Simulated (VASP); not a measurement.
Na: single point with HSE06+D3(BJ)

The system is Na.

```xyz
1
Lattice="-2.0416 2.0416 2.0416 2.0416 -2.0416 2.0416 2.0416 2.0416 -2.0416" Properties=species:S:1:pos:R:3 pbc="T T T"
Na    0.0000    0.0000    0.0000
```

```json
{"Program": "VASP 6.6.1", "Task": "single point", "Functional": "HSE06", "Dispersion": "D3(BJ)", "Potentials or basis": "VASP PAW PBE potentials, release 64 (Na_pv)", "Cutoff": "520 eV", "k mesh": "6 × 6 × 6", "Occupations": "fermi-dirac, width 0.1 eV", "Spin": "no spin polarisation"}
```

```json
{
  "Pressure": "-0.1 GPa",
  "Band gap on the k mesh": "zero (an odd number of electrons rules out a gap without spin polarisation)",
  "Dispersion energy per atom": "-0.232 eV"
}
```

Levels at points of the mesh, in eV from the Fermi level:
```
           k point  band 1  band 2  band 3  band 4  band 5  band 6
(0.00, 0.00, 0.00)  -27.89  -27.89  -27.89   -4.10   12.91   12.91
(0.50, 0.00, 0.00)  -27.93  -27.90  -27.88    0.84    1.47    9.07
(0.50, 0.50, 0.50)  -27.92  -27.92  -27.92    5.02    5.02    5.62
```

Run time: 13 min on 1 thread of AMD EPYC 7R13 (shared host), peak memory 0.23 GiB.

Caveat: the k points lie up to 0.36 Å⁻¹ apart, too coarse for converged energies and pressures of a metal; the PAW data sets were made with another functional, which shifts forces and pressure a little.
